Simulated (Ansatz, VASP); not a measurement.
**One calculation of Sn, two programs**

```
CELL_PARAMETERS angstrom
0.00000 3.34760 3.34760
3.34760 0.00000 3.34760
3.34760 3.34760 0.00000
ATOMIC_POSITIONS crystal
Sn 0.00000 0.00000 0.00000
Sn 0.25000 0.25000 0.25000
```

Alike in both runs: task single point; functional r2SCAN; k mesh 12 × 12 × 12; occupations gaussian, width 0.1 eV; no spin polarisation.

|  | VASP | Ansatz |
| --- | --- | --- |
| version | VASP 6.6.1 | Ansatz 0.2.0 |
| potentials or method | VASP PAW PBE potentials, release 64 (Sn_d), cutoff 520 eV | scalar-relativistic, plane waves, PAW |
| valence electrons in the cell | 28 | 28 |

|  | VASP | Ansatz | Ansatz less VASP |
| --- | --- | --- | --- |
| gap on the k mesh at the Fermi level (eV) | none | none | - |
| pressure (GPa) | -2.2 | -2.2 | +0.04 |

VASP's potentials were made for PBE, not for r2SCAN. A gap of «none» marks a metal or a gap that the smearing closes.
